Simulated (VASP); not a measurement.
Input of a VASP 6.6.1 run:

File INCAR:

```
SYSTEM = Nb
  PREC = Accurate
  ENCUT = 600
  EDIFF = 1E-6
  ISMEAR = 0
  SIGMA = 0.1
  LREAL = .FALSE.
  LASPH = .TRUE.
  NELM = 60
  ALGO = Normal
  ISIF = 3
  LWAVE = .FALSE.
  LCHARG = .FALSE.
  GGA = PE
  IBRION = 2
  NSW = 100
  EDIFFG = -0.005
```

The input KPOINTS:

```
regular mesh
0
G
  18 18 18
  0 0 0
```

The input POSCAR:

```
Nb
1.0
   -1.6588161900      1.6588161900      1.6588161900
    1.6588161900     -1.6588161900      1.6588161900
    1.6588161900      1.6588161900     -1.6588161900
Nb
1
Direct
    0.0000000000      0.0000000000      0.0000000000
```

Potentials or basis: VASP PAW PBE potentials, release 64 (Nb_sv).

The run is started by

```sh
$ cat potpaw_PBE.64/Nb_sv/POTCAR > POTCAR
$ mpirun -np 1 vasp_std > vasp.out
```

Task: Estimate the space group after relaxing (to 0.05 Å).

Result: Im-3m (No. 229).

Task: Estimate the relaxed cell.

Result: a = 2.866 Å, b = 2.866 Å, c = 2.866 Å, α = 109.47°, β = 109.47°, γ = 109.47°.

Task: What does it give for the relaxed volume?

Result: 18.12 Å³/atom.

The path:
| step | energy change (eV) | largest force (eV/Å) | pressure (GPa) | volume (Å³) |
| --- | --- | --- | --- | --- |
| 1 | 0.0000 | 0.0000 | -1.27 | 18.26 |
| 2 | 0.0012 | 0.0000 | 2.34 | 17.88 |
| 3 | -0.0006 | 0.0000 | 0.00 | 18.12 |
